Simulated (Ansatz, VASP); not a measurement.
One calculation of VRu, two programs

Contents of INCAR:

```
SYSTEM = VRu
ALGO     = Normal         ! electronic algorithm
EDIFF    = 1E-6           ! SCF threshold, eV
ENCUT    = 520            ! plane-wave cutoff, eV
ISIF     = 2              ! what is computed and relaxed
ISMEAR   = -1             ! smearing method
ISPIN    = 2              ! spin polarisation
LASPH    = .True.         ! aspherical terms in the spheres
LCHARG   = .False.        ! write CHGCAR
LMAXMIX  = 4              ! l up to which the mixer works
LORBIT   = 11             ! projections on sites
LREAL    = .False.        ! projectors in reciprocal space
LWAVE    = .False.        ! write WAVECAR
MAGMOM   = 2 2            ! initial moments
NBANDS   = 24             ! bands
NELM     = 150            ! most SCF steps
PREC     = Accurate       ! precision mode
SIGMA    = 0.05           ! smearing width, eV
```

The input KPOINTS:

```
k-points
0
Gamma
  9 9 9
  0 0 0
```

Contents of POSCAR:

```
VRu
1.0
    2.9900000000      0.0000000000      0.0000000000
    0.0000000000      2.9900000000      0.0000000000
    0.0000000000      0.0000000000      2.9900000000
V Ru
1 1
Direct
    0.5000000000      0.5000000000      0.5000000000
    0.0000000000      0.0000000000      0.0000000000
```

Input for Ansatz:

```yaml
crystal:
  lattice:
    - [2.99, 0.0, 0.0]
    - [0.0, 2.99, 0.0]
    - [0.0, 0.0, 2.99]
  atoms:
    - { symbol: V, position: [0.5, 0.5, 0.5], spin: 2.0 }
    - { symbol: Ru, position: [0.0, 0.0, 0.0], spin: 2.0 }
magnetization:
  spin_polarized: true
hamiltonian:
  xc: lda
  pseudopotentials: { kind: paw }
basis:
  ecutwfc: 420
kpoints:
  mp_grid: { grid: [9, 9, 9] }
scf:
  occupations: { method: fermi_dirac, width: 0.05 }
output:
  forces: true
  stress: true
```

Alike in both runs: task single point; functional LDA; k mesh 9 × 9 × 9; occupations fermi-dirac, width 0.05 eV; collinear spin.

|  | VASP | Ansatz |
| --- | --- | --- |
| version | VASP 6.6.1 | Ansatz 0.2.0 |
| potentials or method | VASP PAW LDA potentials, release 64 (V_sv, Ru_pv), cutoff 520 eV | PAW, plane waves, scalar-relativistic |
| valence electrons in the cell | 27 | 29 |

```tsv
	VASP	Ansatz	Ansatz less VASP
pressure (GPa)	-10.4	-11.1	-0.64
net moment per atom (μB)	0.00	0.00	-0.001
```

LDA's correlation is that of Perdew and Zunger in VASP and of Perdew and Wang (1992) in Ansatz. VASP's potentials hold 27 valence electrons a cell and Ansatz's 29, so a difference there can come from the potentials and not from the codes. Ansatz's warnings: seeded moment not kept.
